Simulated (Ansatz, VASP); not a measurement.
**One calculation of Nb5O, two programs**

File INCAR:

```
SYSTEM = Nb5O
  PREC = Accurate
  ENCUT = 520
  EDIFF = 1E-6
  ISMEAR = 0
  SIGMA = 0.1
  LREAL = .FALSE.
  LASPH = .TRUE.
  NELM = 150
  ALGO = Normal
  ISIF = 2
  LWAVE = .FALSE.
  LCHARG = .FALSE.
  ISPIN = 2
  MAGMOM = 0.15 0.15 0.15 0.15 1.45 0.44
  LORBIT = 11
  LMAXMIX = 4
  GGA = PE
  NBANDS = 48
```

The input KPOINTS:

```
Automatic mesh
0
G
  3 3 4
  0 0 0
```

Contents of POSCAR:

```
Nb5O
1.0
    6.0450392700      0.0000000000      0.0000000000
   -3.0225196400      5.2351575800      0.0000000000
    0.0000000000      0.0000000000      5.4612827000
Nb O
5 1
Direct
    0.3333333300      0.6666666700      0.2926798100
    0.3333333300      0.6666666700      0.7073201900
    0.6666666700      0.3333333300      0.7073201900
    0.6666666700      0.3333333300      0.2926798100
    0.0000000000      0.0000000000      0.5000000000
    0.0000000000      0.0000000000      0.0000000000
```

Input for Ansatz:

```yaml
crystal:
  lattice:
    - [6.04503927, 0.0, 0.0]
    - [-3.02251964, 5.23515758, 0.0]
    - [0.0, 0.0, 5.4612827]
  atoms:
    - { symbol: Nb, position: [0.33333333, 0.66666667, 0.29267981] }
    - { symbol: Nb, position: [0.33333333, 0.66666667, 0.70732019] }
    - { symbol: Nb, position: [0.66666667, 0.33333333, 0.70732019] }
    - { symbol: Nb, position: [0.66666667, 0.33333333, 0.29267981] }
    - { symbol: Nb, position: [0.0, 0.0, 0.5] }
    - { symbol: O, position: [0.0, 0.0, 0.0] }
basis:
  ecutwfc: 420
kpoints:
  mp_grid: { grid: [3, 3, 4] }
hamiltonian:
  xc: pbe
scf:
  occupations: { method: gaussian, width: 0.1 }
  lower_state_search: "off"
output:
  forces: true
  stress: true
  eigenvalues: true
  populations: true
magnetization:
  spin_polarized: true
```

Alike in both runs: task single point; functional PBE; k mesh 3 × 3 × 4; occupations gaussian, width 0.1 eV; collinear spin.

```csv
,VASP,Ansatz
version,VASP 6.6.1,Ansatz 0.2.0
potentials or method,"VASP PAW PBE potentials, release 64 (Nb_sv, O), cutoff 520 eV","scalar-relativistic, plane waves, PAW"
valence electrons in the cell,71,71
```

|  | VASP | Ansatz | Ansatz less VASP |
| --- | --- | --- | --- |
| gap on the k mesh at the Fermi level (eV) | none | none | - |
| pressure (GPa) | -19.1 | -19.1 | +0.09 |
| traceless stress, the component that is largest in VASP (GPa) | -4.20 | -4.30 | -0.095 |
| rms of the force components (eV/Å) | 0.141 | 0.156 | +0.0148 |
| net moment per atom (μB) | 0.55 | 0.55 | 0.000 |
| size of the moment on the site where the two differ most (μB) | 1.39 | 1.32 | -0.069 |

Site moments also hang on the region over which each program counts them. Atom by atom the forces differ by 0.015 eV/Å (rms over components). A gap of «none» marks a metal or a gap that the smearing closes. Ansatz's warnings: no starting moments.

The k mesh is coarse, so the values compare programs but aren't converged.
